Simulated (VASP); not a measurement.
Write the native input for VASP 6.6.1 that does the following.

* Task: single point
* Functional: r2SCAN
* Potentials or basis: VASP PAW PBE potentials, release 64 (Sr_sv, O)
* Cutoff: 520 eV
* k mesh: 9 × 9 × 5
* Occupations: fermi-dirac, width 0.05 eV
* Spin: no spin polarisation
* Dipole correction: no
* Further INCAR settings: ALGO = Normal; EDIFF = 1e-07; NBANDS = 24

The system is SrO.

```
Sr O
1.0
     3.62298    0.00000    0.00000
    -1.81149    3.13759    0.00000
     0.00000    0.00000    6.33924
Sr O
2 2
Direct
  0.66667 0.33333 0.75000
  0.33333 0.66667 0.25000
  0.00000 0.00000 0.50000
  0.00000 0.00000 0.00000
```

These files were run (other wordings do the same):

POSCAR

```
SrO
1.0
    3.6229780985      0.0000000000      0.0000000000
   -1.8114890493      3.1375910707      0.0000000000
    0.0000000000      0.0000000000      6.3392428589
Sr O
2 2
Direct
    0.6666666667      0.3333333333      0.7500000000
    0.3333333333      0.6666666667      0.2500000000
    0.0000000000      0.0000000000      0.5000000000
    0.0000000000      0.0000000000      0.0000000000
```

INCAR.step1

```
ALGO     = Normal         # electronic algorithm
EDIFF    = 1E-4           # SCF threshold, eV
ENCUT    = 520            # plane-wave cutoff, eV
GGA      = PE             # functional
ISMEAR   = -1             # smearing method
LASPH    = True           # aspherical terms in the spheres
LCHARG   = False          # write CHGCAR
LREAL    = False          # projectors in reciprocal space
LWAVE    = True           # write WAVECAR
NBANDS   = 24             # bands
NELM     = 60             # most SCF steps
PREC     = Accurate       # precision mode
SIGMA    = 0.05           # smearing width, eV
```

INCAR.step2

```
ALGO     = Normal         # electronic algorithm
EDIFF    = 1E-7           # SCF threshold, eV
ENCUT    = 520            # plane-wave cutoff, eV
ISIF     = 2              # what is computed and relaxed
ISMEAR   = -1             # smearing method
ISTART   = 1            
LASPH    = True           # aspherical terms in the spheres
LCHARG   = False          # write CHGCAR
LMIXTAU  = True         
LREAL    = False          # projectors in reciprocal space
LWAVE    = False          # write WAVECAR
METAGGA  = R2SCAN         # meta-GGA
NBANDS   = 24             # bands
NELM     = 60             # most SCF steps
PREC     = Accurate       # precision mode
SIGMA    = 0.05           # smearing width, eV
```

KPOINTS

```
k-points
0
Gamma
  9 9 5
```

Potentials or basis: VASP PAW PBE potentials, release 64 (Sr_sv, O).

Launch:

```sh
$ cat potpaw_PBE.64/Sr_sv/POTCAR potpaw_PBE.64/O/POTCAR > POTCAR
$ cp INCAR.step1 INCAR
$ mpirun -np 1 vasp_std > vasp.out
$ cp INCAR.step2 INCAR
$ mpirun -np 1 vasp_std > vasp.out
```

It gave:

```json
{
  "Pressure": "-4.6 GPa",
  "Band gap on the k mesh": "3.33 eV"
}
```

Caveat: the cell stands under tension; the PAW data sets were made with another functional, which shifts forces and pressure a little.

It took 5.7 min on 1 thread of Intel Xeon 8259CL, on a shared host, peak memory 0.23 GiB.
